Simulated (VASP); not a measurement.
The system is ZnF2.

```
Zn F
1.0
     4.71943    0.00000    0.00000
     0.00000    4.71943    0.00000
     0.00000    0.00000    3.14401
Zn F
2 4
Direct
  0.00000 0.00000 0.00000
  0.50000 0.50000 0.50000
  0.30350 0.30350 0.00000
  0.19650 0.80350 0.50000
  0.69650 0.69650 0.00000
  0.80350 0.19650 0.50000
```

| Item | Value |
| --- | --- |
| Program | VASP 6.6.1 |
| Task | relaxation of cell and atoms |
| Functional | PBE |
| Potentials or basis | VASP PAW PBE potentials, release 64 (Zn, F) |
| Cutoff | 600 eV |
| k mesh | 6 × 6 × 10 |
| Occupations | gaussian, width 0.05 eV |
| Spin | no spin polarisation |

At the start: pressure 5.3 GPa; volume 11.67 Å³/atom.

Task: Where does the relaxation end?

Result: Over 6 steps the energy falls by 8.7 meV/atom and the volume is 12.25 Å³/atom (+4.9 %); space group P4_2/mnm (No. 136, to 0.1 Å) before and after.

The path:
```
step  energy change (eV)  largest force (eV/Å)  pressure (GPa)  volume (Å³)
   1              0.0000                0.0373            5.26        70.03
   2             -0.0489                0.0581           -0.95        73.98
   3             -0.0511                0.0431            0.05        73.26
   4             -0.0511                0.0445           -0.05        73.32
   5             -0.0516                0.0309           -0.04        73.37
   6             -0.0522                0.0023           -0.05        73.48
```

Final structure:
```xyz
6
Lattice="4.8025 0.0000 0.0000 0.0000 4.8025 0.0000 0.0000 0.0000 3.1858" Properties=species:S:1:pos:R:3 pbc="T T T"
Zn    0.0000    0.0000    0.0000
Zn    2.4012    2.4012    1.5929
F     1.4617    1.4617    0.0000
F     0.9395    3.8629    1.5929
F     3.3408    3.3408    3.1858
F     3.8629    0.9395    1.5929
```
